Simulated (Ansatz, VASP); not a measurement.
Two plane-wave programs on C

```xyz
15
Lattice="0.0000 3.5538 -3.5538 -3.5538 0.0000 -3.5538 -3.5538 3.5538 0.0000" Properties=species:S:1:pos:R:3 pbc="T T T"
C    -3.5538    1.7769   -3.5538
C    -1.7769    3.5538   -3.5538
C    -1.7769    1.7769   -1.7769
C    -5.3307    5.3307   -5.3307
C    -5.3307    3.5538   -3.5538
C    -3.5538    5.3307   -3.5538
C    -3.5538    3.5538   -1.7769
C    -2.6653    4.4422   -4.4422
C    -2.6653    2.6653   -2.6653
C    -3.7122    3.7122   -6.3465
C    -4.4422    2.6653   -4.4422
C    -4.4422    6.2191   -4.4422
C    -4.4422    4.4422   -2.6653
C    -6.2191    6.2191   -6.2191
C    -6.2191    4.4422   -4.4422
```

Change from the starting cell: C vacancy; atom 10 moved 0.500 of the way to it and -0.700 Å across, host rigid.

Alike in both runs: task single point; functional PBEsol; k mesh 6 × 6 × 6; occupations gaussian, width 0.05 eV; no spin polarisation.

```csv
,VASP,Ansatz
version,VASP 6.6.1,Ansatz 0.2.0
potentials or method,"VASP PAW PBE potentials, release 64 (C), cutoff 520 eV","scalar-relativistic, plane waves, PAW"
valence electrons in the cell,60,60
```

Ansatz gave:

| Quantity | Value |
| --- | --- |
| gap on the k mesh at the Fermi level (eV) | none |
| pressure (GPa) | -3.2 |
| traceless stress, the component that is largest in VASP (GPa) | -18.85 |
| rms of the force components (eV/Å) | 2.030 |

Problem. What did VASP give for the same quantities?

Solution. gap on the k mesh at the Fermi level (eV): none; pressure (GPa): -2.2; traceless stress, the component that is largest in VASP (GPa): -18.82; rms of the force components (eV/Å): 2.030.

VASP's potentials were made for PBE, not for PBEsol, and Ansatz warns of the same on its side. Atom by atom the forces differ by 0.017 eV/Å (rms over components). A gap of «none» marks a metal or a gap that the smearing closes.
